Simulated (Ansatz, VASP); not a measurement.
## One calculation of H, two programs

```
CELL_PARAMETERS angstrom
0.00000 1.13246 1.13246
1.13246 0.00000 1.13246
1.13246 1.13246 0.00000
ATOMIC_POSITIONS crystal
H 0.00000 0.00000 0.00000
```

Alike in both runs: task relaxation of cell and atoms; functional PBEsol; k mesh 42 × 42 × 42; occupations gaussian, width 0.1 eV; no spin polarisation.

|  | VASP | Ansatz |
| --- | --- | --- |
| version | VASP 6.6.1 | Ansatz 0.2.0 |
| potentials or method | VASP PAW PBE potentials, release 64 (H), cutoff 600 eV | scalar-relativistic, plane waves, PAW |
| valence electrons in the cell | 1 | 1 |

```csv
,VASP,Ansatz,Ansatz less VASP
"gap on the k mesh at the Fermi level, each at its own relaxed structure (eV)",none,none,-
relaxed volume (Å³/atom),2.90,2.92,+0.012
relaxed length of the cell vector where the two differ most in proportion (Å),1.602,1.604,+0.0023
```

VASP's potentials were made for PBE, not for PBEsol. A gap of «none» marks a metal or a gap that the smearing closes.

Noted on VASP's run: the relaxation stopped at its first step, so nothing moved.
